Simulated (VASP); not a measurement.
# AlN (F-43m) in VASP: a series of runs, part 2 of 2

VASP 6.6.1. The steps go on from the part before.

### 4 Relaxation of cell and atoms, PBE

The input, INCAR:

```
PREC     = Accurate       # precision mode
ENCUT    = 600            # plane-wave cutoff, eV
EDIFF    = 1E-6           # SCF threshold, eV
ISMEAR   = -1             # smearing method
SIGMA    = 0.05           # smearing width, eV
LREAL    = F              # projectors in reciprocal space
LASPH    = T              # aspherical terms in the spheres
NELM     = 60             # most SCF steps
ALGO     = Normal         # electronic algorithm
ISIF     = 3              # what is computed and relaxed
LWAVE    = F              # write WAVECAR
LCHARG   = F              # write CHGCAR
GGA      = PE             # functional
IBRION   = 2              # ionic algorithm
NSW      = 60             # ionic steps
EDIFFG   = -0.01          # ionic threshold
```

The input, KPOINTS:

```
regular mesh
0
Gamma
  10 10 10
```

The input, POSCAR:

```
AlN
1.0
    0.0000000000      2.1839935596      2.1839935596
    2.1839935596      0.0000000000      2.1839935596
    2.1839935596      2.1839935596      0.0000000000
Al N
1 1
Direct
    0.0000000000      0.0000000000      0.0000000000
    0.2500000000      0.2500000000      0.2500000000
```

Potentials or basis: VASP PAW PBE potentials, release 64 (Al, N).

On the command line:

```sh
$ cat potpaw_PBE.64/Al/POTCAR potpaw_PBE.64/N/POTCAR > POTCAR
$ mpirun -np 1 vasp_std > vasp.out
```

OUTCAR:

```text
PREC = Accurate
   ENCUT = 600
   EDIFF = 1E-6
   ISMEAR = -1
   LREAL = F
   LASPH = T
   NELM = 60
   ISIF = 3
   GGA = PE
   IBRION = 2
   NSW = 60
   EDIFFG = -0.01

 ion  position               nearest neighbor table
   1  0.000  0.000  0.000-   2 1.89   2 1.89   2 1.89   2 1.89
   2  0.250  0.250  0.250-   1 1.89   1 1.89   1 1.89   1 1.89

  LATTYP: Found a face centered cubic cell.
 ALAT       =     4.3679871192

  Lattice vectors:

 A1 = (   0.0000000000,   2.1839935596,   2.1839935596)
 A2 = (   2.1839935596,   0.0000000000,   2.1839935596)
 A3 = (   2.1839935596,   2.1839935596,   0.0000000000)

Analysis of symmetry for initial positions (statically):
=====================================================================
 Subroutine PRICEL returns:
 Original cell was already a primitive cell.

 Routine SETGRP: Setting up the symmetry group for a
 face centered cubic supercell.

 Subroutine GETGRP returns: Found 24 space group operations
 (whereof 24 operations were pure point group operations)
 out of a pool of 48 trial point group operations.

The static configuration has the point symmetry T_d .

Analysis of symmetry for dynamics (positions and initial velocities):
=====================================================================
 Subroutine PRICEL returns:
 Original cell was already a primitive cell.

[... 226 lines left out ...]
--------------------------------------- Ionic step        3  -------------------------------------------

 number of electron       8.0000000 magnetization

 Free energy of the ion-electron system (eV)
  ---------------------------------------------------
  ext. energy  EPLUGINS =         0.00000000
  ---------------------------------------------------
  free energy    TOTEN  =       -14.84832682 eV

  energy without entropy =      -14.84832682  energy(sigma->0) =      -14.84832682

 E-fermi :   6.8428     XC(G=0): -10.8374

 val. band max:        5.7621005416   @ k =   0.0000   0.0000   0.0000
 cond. band min:       9.0687827485   @ k =   0.5000   0.5000   0.0000
 fundamental gap:      3.3066822069
 Fermi energy:         6.8427698907

 k-point     1 :       0.0000    0.0000    0.0000
  band No.  band energies     occupation
      1      -9.0918      2.00000
      2       5.7621      2.00000
      3       5.7621      2.00000
      4       5.7621      2.00000
      5       9.7634      0.00000
      6      18.1049      0.00000
      7      18.1049      0.00000
      8      18.1049      0.00000
[... 243 lines left out ...]
 k-point    24 :       0.4000    0.3000    0.0000
  band No.  band energies     occupation
      1      -7.1448      2.00000
      2       1.6585      2.00000
      3       4.0845      2.00000
      4       4.3780      2.00000
      5      10.6288      0.00000
      6      15.1478      0.00000
      7      17.7544      0.00000
      8      20.1081      0.00000

 [... further k-points ...]

------------------------ aborting loop because EDIFF is reached ----------------------------------------

  FORCE on cell =-STRESS in cart. coord.  units (eV):
  Direction    XX          YY          ZZ          XY          YZ          ZX
  --------------------------------------------------------------------------------------
  -------------------------------------------------------------------------------------
  Total       -0.0001209     -0.0001209     -0.0001209      0.0000000      0.0000000      0.0000000
  in kB       -0.0090900     -0.0090900     -0.0090900      0.0000000      0.0000000      0.0000000
  external PRESSURE =      -0.0090900 kB  Pullay stress =       0.0000000 kB
[... 17 lines left out ...]
  FREE ENERGIE OF THE ION-ELECTRON SYSTEM (eV)
  ---------------------------------------------------
  free  energy   TOTEN  =       -14.8483268189 eV

  energy  without entropy=      -14.8483268189  energy(sigma->0) =      -14.84832682

 reached required accuracy - stopping structural energy minimisation
```

CONTCAR:

```text
AlN
   1.00000000000000
     0.0000000000000000    2.2001898361250651    2.2001898361250651
     2.2001898361250651   -0.0000000000000000    2.2001898361250651
     2.2001898361250651    2.2001898361250651    0.0000000000000000
  Al              N
     1     1
Direct
     0.0000000000000000    0.0000000000000000    0.0000000000000000
     0.2500000000000000    0.2500000000000000    0.2500000000000000

  0.00000000E+00  0.00000000E+00  0.00000000E+00
  0.00000000E+00  0.00000000E+00  0.00000000E+00
```

Wall time 17 s (1 thread of Intel Xeon Platinum 8488C (Sapphire Rapids), shared host); peak memory 0.15 GiB.

What came out:

- Free energy: -14.8483 eV
- Relaxed volume: 10.65 Å³/atom
- Relaxed cell: a = 3.112 Å, b = 3.112 Å, c = 3.112 Å, α = 60.00°, β = 60.00°, γ = 60.00°
- Space group after relaxing (to 0.05 Å): F-43m (No. 216)
- Energy gained by relaxing: 3.2 meV/atom
- Ionic steps: 3
- Pressure after relaxing: 0.0 GPa
- Band gap on the k mesh: 3.31 eV, indirect (least direct gap 4.00 eV)

The path:
```tsv
step	energy change (eV)	largest force (eV/Å)	pressure (GPa)	volume (Å³)
1	0.0000	0.0000	4.47	20.83
2	-0.0014	0.0000	-3.69	21.72
3	-0.0064	0.0000	0.00	21.30
```

Final structure:
```
CELL_PARAMETERS angstrom
0.00000 2.20019 2.20019
2.20019 0.00000 2.20019
2.20019 2.20019 0.00000
ATOMIC_POSITIONS crystal
Al 0.00000 0.00000 0.00000
N 0.25000 0.25000 0.25000
```

A k mesh can miss the band edges. Expect the measured gap to be larger: semilocal functionals such as PBE lack the derivative discontinuity.

### 5 Relaxation of cell and atoms, RPBE

The input, INCAR:

```
SYSTEM = AlN
PREC = Accurate
ENCUT = 600
EDIFF = 1E-6
ISMEAR = -1
SIGMA = 0.05
LREAL = .False.
LASPH = .True.
NELM = 60
ALGO = Normal
ISIF = 3
LWAVE = .False.
LCHARG = .False.
GGA = RP
IBRION = 2
NSW = 60
EDIFFG = -0.01
```

The input, KPOINTS:

```
Automatic mesh
0
Gamma
  10 10 10
  0 0 0
```

POSCAR is that of step 4.

Potentials or basis: VASP PAW PBE potentials, release 64 (Al, N).

On the command line:

```sh
$ cat potpaw_PBE.64/Al/POTCAR potpaw_PBE.64/N/POTCAR > POTCAR
$ mpirun -np 1 vasp_std > vasp.out
```

OUTCAR:

```text
SYSTEM = AlN
   PREC = Accurate
   ENCUT = 600
   EDIFF = 1E-6
   ISMEAR = -1
   LREAL = .False.
   LASPH = .True.
   NELM = 60
   ISIF = 3
   GGA = RP
   IBRION = 2
   NSW = 60
   EDIFFG = -0.01

 ion  position               nearest neighbor table
   1  0.000  0.000  0.000-   2 1.89   2 1.89   2 1.89   2 1.89
   2  0.250  0.250  0.250-   1 1.89   1 1.89   1 1.89   1 1.89

  LATTYP: Found a face centered cubic cell.
 ALAT       =     4.3679871192

  Lattice vectors:

 A1 = (   0.0000000000,   2.1839935596,   2.1839935596)
 A2 = (   2.1839935596,   0.0000000000,   2.1839935596)
 A3 = (   2.1839935596,   2.1839935596,   0.0000000000)

Analysis of symmetry for initial positions (statically):
=====================================================================
 Subroutine PRICEL returns:
[... 258 lines left out ...]
 fundamental gap:      3.3424878272
 Fermi energy:         6.7831055762

 k-point     1 :       0.0000    0.0000    0.0000
  band No.  band energies     occupation
      1      -9.0802      2.00000
      2       5.7210      2.00000
      3       5.7210      2.00000
      4       5.7210      2.00000
      5       9.6149      0.00000
      6      18.0075      0.00000
      7      18.0075      0.00000
      8      18.0075      0.00000
[... 243 lines left out ...]
 k-point    24 :       0.4000    0.3000    0.0000
  band No.  band energies     occupation
      1      -7.2009      2.00000
      2       1.6715      2.00000
      3       4.0739      2.00000
      4       4.3603      2.00000
      5      10.5959      0.00000
      6      15.0994      0.00000
      7      17.6241      0.00000
      8      19.9928      0.00000

 [... further k-points ...]

------------------------ aborting loop because EDIFF is reached ----------------------------------------

  FORCE on cell =-STRESS in cart. coord.  units (eV):
  Direction    XX          YY          ZZ          XY          YZ          ZX
  --------------------------------------------------------------------------------------
  -------------------------------------------------------------------------------------
  Total       -0.0025428     -0.0025428     -0.0025428      0.0000000      0.0000000      0.0000000
  in kB       -0.1880803     -0.1880803     -0.1880803      0.0000000      0.0000000      0.0000000
  external PRESSURE =      -0.1880803 kB  Pullay stress =       0.0000000 kB
[... 17 lines left out ...]
  FREE ENERGIE OF THE ION-ELECTRON SYSTEM (eV)
  ---------------------------------------------------
  free  energy   TOTEN  =       -14.1335116094 eV

  energy  without entropy=      -14.1335116094  energy(sigma->0) =      -14.13351161

 reached required accuracy - stopping structural energy minimisation
```

OSZICAR:

```text
N       E                     dE             d eps       ncg     rms          rms(c)
DAV:   1     0.145453770623E+02    0.14545E+02   -0.43505E+03   768   0.938E+02
DAV:   2    -0.157225226438E+02   -0.30268E+02   -0.29484E+02   952   0.162E+02
DAV:   3    -0.164265837861E+02   -0.70406E+00   -0.70406E+00   904   0.312E+01
[... 20 lines left out ...]
DAV:   2    -0.141338377999E+02    0.25617E-01   -0.14887E-01   768   0.268E+00    0.273E-01
DAV:   3    -0.141336566772E+02    0.18112E-03   -0.21795E-03   888   0.507E-01    0.921E-02
DAV:   4    -0.141335288150E+02    0.12786E-03   -0.80412E-05   952   0.863E-02    0.433E-02
DAV:   5    -0.141335111948E+02    0.17620E-04   -0.22558E-05   792   0.479E-02    0.217E-02
DAV:   6    -0.141335116094E+02   -0.41462E-06   -0.25821E-07   448   0.549E-03
   3 F= -.14133512E+02 E0= -.14133512E+02  d E =-.193454E-01
```

It took 25 s on 1 thread of Intel Xeon Platinum 8488C (Sapphire Rapids), shared host; peak memory 0.15 GiB.

What came out:

```
Free energy                            : -14.1335 eV
Relaxed volume                         : 10.83 Å³/atom
Relaxed cell                           : a = 3.129 Å, b = 3.129 Å, c = 3.129 Å, α = 60.00°, β = 60.00°, γ = 60.00°
Space group after relaxing (to 0.05 Å) : F-43m (No. 216)
Energy gained by relaxing              : 9.7 meV/atom
Ionic steps                            : 3
Pressure after relaxing                : 0.0 GPa
Band gap on the k mesh                 : 3.34 eV, indirect (least direct gap 3.89 eV)
```

Step by step:
```tsv
step	energy change (eV)	largest force (eV/Å)	pressure (GPa)	volume (Å³)
1	0.0000	0.0000	7.78	20.83
2	-0.0055	0.0000	-5.88	22.40
3	-0.0193	0.0000	-0.02	21.66
```

Final structure:
```yaml
crystal:
  lattice:
    - [0.00000, 2.21251, 2.21251]
    - [2.21251, 0.00000, 2.21251]
    - [2.21251, 2.21251, 0.00000]
  atoms:
    - { symbol: Al, position: [0.00000, 0.00000, 0.00000] }
    - { symbol: N, position: [0.25000, 0.25000, 0.25000] }
```

Levels at points of the mesh, in eV from the valence-band top:
```tsv
k point	band 1	band 2	band 3	band 4	band 5	band 6	band 7	band 8
(0.00, 0.00, 0.00)	-14.80	0.00	0.00	0.00	3.89	12.29	12.29	12.29
(0.50, 0.00, 0.00)	-12.89	-5.66	-0.47	-0.47	7.12	9.66	10.98	10.98
(0.50, 0.50, 0.00)	-12.30	-4.75	-1.72	-1.72	3.34	8.49	13.57	15.38
```

Caveat: the PAW data sets were made with another functional, which shifts forces and pressure a little.

### 6 Relaxation of cell and atoms, r2SCAN

POSCAR is that of step 5.

The input, INCAR.step1:

```
PREC = Accurate
ENCUT = 600
ISMEAR = -1
SIGMA = 0.05
LREAL = False
LASPH = True
NELM = 60
GGA = PE
ALGO = Normal
EDIFF = 1E-4
LWAVE = True
LCHARG = False
```

The input, INCAR.step2:

```
PREC = Accurate
ENCUT = 600
EDIFF = 1E-7
ISMEAR = -1
SIGMA = 0.05
LREAL = False
LASPH = True
NELM = 60
ALGO = Normal
ISIF = 3
LWAVE = False
LCHARG = False
METAGGA = R2SCAN
LMIXTAU = True
IBRION = 2
NSW = 60
EDIFFG = -0.01
ISTART = 1
```

The input, KPOINTS:

```
Automatic mesh
0
Gamma
  10 10 10
```

Potentials or basis: VASP PAW PBE potentials, release 64 (Al, N).

On the command line:

```sh
$ cat potpaw_PBE.64/Al/POTCAR potpaw_PBE.64/N/POTCAR > POTCAR
$ cp INCAR.step1 INCAR
$ mpirun -np 1 vasp_std > vasp.out
$ cp INCAR.step2 INCAR
$ mpirun -np 1 vasp_std > vasp.out
```

OUTCAR:

```text
PREC = Accurate
   ENCUT = 600
   EDIFF = 1E-7
   ISMEAR = -1
   LREAL = False
   LASPH = True
   NELM = 60
   ISIF = 3
   METAGGA = R2SCAN
   IBRION = 2
   NSW = 60
   EDIFFG = -0.01
   ISTART = 1

 ion  position               nearest neighbor table
   1  0.000  0.000  0.000-   2 1.89   2 1.89   2 1.89   2 1.89
   2  0.250  0.250  0.250-   1 1.89   1 1.89   1 1.89   1 1.89

  LATTYP: Found a face centered cubic cell.
 ALAT       =     4.3679871192

  Lattice vectors:

 A1 = (   0.0000000000,   2.1839935596,   2.1839935596)
 A2 = (   2.1839935596,   0.0000000000,   2.1839935596)
 A3 = (   2.1839935596,   2.1839935596,   0.0000000000)

Analysis of symmetry for initial positions (statically):
=====================================================================
 Subroutine PRICEL returns:
 Original cell was already a primitive cell.

 Routine SETGRP: Setting up the symmetry group for a
 face centered cubic supercell.

 Subroutine GETGRP returns: Found 24 space group operations
 (whereof 24 operations were pure point group operations)
 out of a pool of 48 trial point group operations.

The static configuration has the point symmetry T_d .

Analysis of symmetry for dynamics (positions and initial velocities):
=====================================================================
 Subroutine PRICEL returns:
 Original cell was already a primitive cell.

 Routine SETGRP: Setting up the symmetry group for a
 face centered cubic supercell.

 Subroutine GETGRP returns: Found 24 space group operations
 (whereof 24 operations were pure point group operations)
 out of a pool of 48 trial point group operations.

The dynamic configuration has the point symmetry T_d .

 Subroutine INISYM returns: Found 24 space group operations
 (whereof 24 operations are pure point group operations),
 and found     1 'primitive' translations

----------------------------------------------------------------------------------------

[... 116 lines left out ...]
   LORBIT       =      0    0 simple, 1 ext, 2 COOP (PROOUT), +10 PAW based schemes
   METAGGA = R2SCAN    functional components
   LHFCALC =     F    Hartree Fock is set to
   AEXX    =    0.0000 exact exchange contribution
   IVDW    =     0    specifies the selected vdW correction
   LEPSILON=     F    determine dielectric tensor
   LRPA    =     F    only Hartree local field effects (RPA)
 conjugate gradient relaxation of ions
 non-spin polarized calculation
  energy-cutoff  :      600.00
  volume of cell :       20.83
 maximum number of plane-waves:       725
 NGX is ok and might be reduce to    28
   NGX = 13   NGY = 13   NGZ = 13

 number of electron       7.9999999 magnetization

 Free energy of the ion-electron system (eV)
  ---------------------------------------------------
  ext. energy  EPLUGINS =         0.00000000
  ---------------------------------------------------
  free energy    TOTEN  =       -19.17971698 eV

  energy without entropy =      -19.17971698  energy(sigma->0) =      -19.17971698

 E-fermi :   6.7781     XC(G=0): -11.4180

 val. band max:        5.6931513511   @ k =   0.0000   0.0000   0.0000
 cond. band min:       9.6277518955   @ k =   0.5000   0.5000   0.0000
 fundamental gap:      3.9346005444
 Fermi energy:         6.7781276520

 k-point     1 :       0.0000    0.0000    0.0000
  band No.  band energies     occupation
      1     -10.0490      2.00000
      2       5.6932      2.00000
      3       5.6932      2.00000
      4       5.6932      2.00000
      5      10.5852      0.00000
      6      19.2147      0.00000
      7      19.2147      0.00000
      8      19.2147      0.00000
[... 243 lines left out ...]
 k-point    24 :       0.4000    0.3000    0.0000
  band No.  band energies     occupation
      1      -8.0610      2.00000
      2       1.5015      2.00000
      3       3.9741      2.00000
      4       4.2665      2.00000
      5      11.2665      0.00000
      6      16.1139      0.00000
      7      18.9925      0.00000
      8      21.3779      0.00000

 [... further k-points ...]

------------------------ aborting loop because EDIFF is reached ----------------------------------------

  FORCE on cell =-STRESS in cart. coord.  units (eV):
  Direction    XX          YY          ZZ          XY          YZ          ZX
  --------------------------------------------------------------------------------------
  -------------------------------------------------------------------------------------
  Total       -0.0096910     -0.0096910     -0.0096910      0.0000000      0.0000000      0.0000000
  in kB       -0.7452372     -0.7452372     -0.7452372      0.0000000      0.0000000      0.0000000
  external PRESSURE =      -0.7452372 kB  Pullay stress =       0.0000000 kB

 VOLUME and BASIS-vectors are now :
 -----------------------------------------------------------------------------
  energy-cutoff  :      600.00
  volume of cell :       20.83
      direct lattice vectors                 reciprocal lattice vectors
     0.000000000  2.183993560  2.183993560    -0.228938404  0.228938404  0.228938404
     2.183993560  0.000000000  2.183993560     0.228938404 -0.228938404  0.228938404
     2.183993560  2.183993560  0.000000000     0.228938404  0.228938404 -0.228938404

 POSITION                                       TOTAL-FORCE (eV/Angst)
 -----------------------------------------------------------------------------------
      0.00000      0.00000      0.00000        -0.000000     -0.000000     -0.000000
      1.09200      1.09200      1.09200         0.000000      0.000000      0.000000
 -----------------------------------------------------------------------------------
    total drift:                                0.000002      0.000002      0.000002

  FREE ENERGIE OF THE ION-ELECTRON SYSTEM (eV)
  ---------------------------------------------------
  free  energy   TOTEN  =       -19.1797169757 eV

  energy  without entropy=      -19.1797169757  energy(sigma->0) =      -19.17971698

 reached required accuracy - stopping structural energy minimisation
```

OUTCAR.step1:

```text
PREC = Accurate
   ENCUT = 600
   ISMEAR = -1
   LREAL = False
   LASPH = True
[... 485 lines left out ...]
      0.00000      0.00000      0.00000         0.000000      0.000000      0.000000
      1.09200      1.09200      1.09200        -0.000000     -0.000000     -0.000000
 -----------------------------------------------------------------------------------
    total drift:                                0.000000      0.000000      0.000000

  FREE ENERGIE OF THE ION-ELECTRON SYSTEM (eV)
  ---------------------------------------------------
  free  energy   TOTEN  =       -14.8419513816 eV

  energy  without entropy=      -14.8419513816  energy(sigma->0) =      -14.84195138
```

It took 48 s on 1 thread of Intel Xeon Platinum 8488C (Sapphire Rapids), shared host; peak memory 0.16 GiB.

Results:

```yaml
Free_energy: -19.1797 eV
Pressure_after_relaxing: -0.1 GPa
Band_gap_on_the_k_mesh: 3.93 eV, indirect (least direct gap 4.89 eV)
```

Final structure:
```
CELL_PARAMETERS angstrom
0.00000 2.18399 2.18399
2.18399 0.00000 2.18399
2.18399 2.18399 0.00000
ATOMIC_POSITIONS crystal
Al 0.00000 0.00000 0.00000
N 0.25000 0.25000 0.25000
```

Caveat: the relaxation stopped at its first step, so nothing moved; the PAW data sets were made with another functional, which shifts forces and pressure a little.

### 7 The runs side by side

| level | potentials or basis | cell | gap on the mesh (eV) | pressure (GPa) | relaxed volume (Å³/atom) |
| --- | --- | --- | --- | --- | --- |
| PBEsol | VASP PAW PBE potentials, release 64 (Al, N) | relaxed to 30 GPa | 3.23 | 30.0 | - |
| LDA | VASP PAW LDA potentials, release 64 (Al, N) | relaxed | 3.23 | 0.0 | 10.26 |
| PBE | VASP PAW PBE potentials, release 64 (Al, N) | relaxed | 3.31 | 0.0 | 10.65 |
| RPBE | VASP PAW PBE potentials, release 64 (Al, N) | relaxed | 3.34 | 0.0 | 10.83 |
| r2SCAN | VASP PAW PBE potentials, release 64 (Al, N) | relaxed | 3.93 | -0.1 | - |

Alike in all rows: task relaxation of cell and atoms; no spin polarisation; k mesh 10 × 10 × 10; cutoff (eV) 600; smearing fermi-dirac 0.05 eV.

Caveats: the PAW data sets were made with another functional, which shifts forces and pressure a little (some runs); the cell is relaxed towards a set pressure, so the enthalpy falls and the energy may rise (some runs); the relaxation stopped at its first step, so nothing moved (some runs).

Absolute energies hang on the potentials; compare differences alone.
